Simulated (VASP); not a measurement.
Here is a VASP 6.6.1 calculation.

File INCAR:

```
PREC = Accurate ; ENCUT = 520
EDIFF = 1E-6 ; ISMEAR = 0
SIGMA = 0.05 ; LREAL = F
LASPH = T ; NELM = 60
ALGO = Normal ; ISIF = 2
LWAVE = F ; LCHARG = F
GGA = PE ; NBANDS = 16
```

File KPOINTS:

```
regular mesh
0
Gamma
  8 8 8
```

The input POSCAR:

```
ZnS
1.0
    0.0000000000      2.7215639846      2.7215639846
    2.7215639846      0.0000000000      2.7215639846
    2.7215639846      2.7215639846      0.0000000000
Zn S
1 1
Direct
    0.0000000000      0.0000000000      0.0000000000
    0.7500000000      0.7500000000      0.7500000000
```

Potentials or basis: VASP PAW PBE potentials, release 64 (Zn, S).

Launch:

```sh
$ cat potpaw_PBE.64/Zn/POTCAR potpaw_PBE.64/S/POTCAR > POTCAR
$ mpirun -np 1 vasp_std > vasp.out
```

Q: Estimate the pressure.

A: 0.2 GPa.

Q: Estimate the band gap on the k mesh.

A: 2.02 eV, direct.

**The experiment to reproduce.**

“Electronic, vibrational, and thermodynamic properties of ZnS (zincblende and rocksalt structure)”, 2009, arxiv:0911.5022 quotes, for a bulk crystal of ZnS at 19 K: band gap 3.85 eV (direct).

Measured gap of ZnS: 3.85 eV (direct; 19 K; quoted in “Electronic, vibrational, and thermodynamic properties of ZnS (zincblende and rocksalt structure)”, 2009, arxiv:0911.5022). This calculation gives 2.02 eV (-1.83 eV). The value is that of PBE, without temperature or zero-point motion. Semilocal functionals fall short of measured gaps as a rule.
